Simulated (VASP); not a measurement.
# Ir: single point with LDA

The system is Ir.

```
CELL_PARAMETERS angstrom
0.00000 1.70825 1.70825
1.70825 0.00000 1.70825
1.70825 1.70825 0.00000
ATOMIC_POSITIONS crystal
Ir 0.00000 0.00000 0.00000
```

This cell differs from its parent crystal: volume scaled by 0.72.

```yaml
Program: VASP 6.6.1
Task: single point
Functional: LDA
Potentials_or_basis: VASP PAW LDA potentials, release 64 (Ir)
Cutoff: 520 eV
k_mesh: 19 × 19 × 19
Occupations: fermi-dirac, width 0.08 eV
Spin: no spin polarisation
```

```json
{
 "Pressure": "306.5 GPa"
}
```

Levels at points of the mesh, in eV from the Fermi level:
| k point | band 1 | band 2 | band 3 | band 4 | band 5 | band 6 | band 7 | band 8 |
| --- | --- | --- | --- | --- | --- | --- | --- | --- |
| (0.00, 0.00, 0.00) | -15.18 | -6.62 | -6.62 | -6.62 | -1.96 | -1.96 | 12.92 | 20.80 |

Wall time 9.5 s on 1 thread of Intel(R) Xeon(R) 6975P-C (Granite Rapids), with other jobs on the host, peak memory 0.13 GiB.

Caveat: spin-orbit coupling is left out, which moves the levels of the heavy elements.
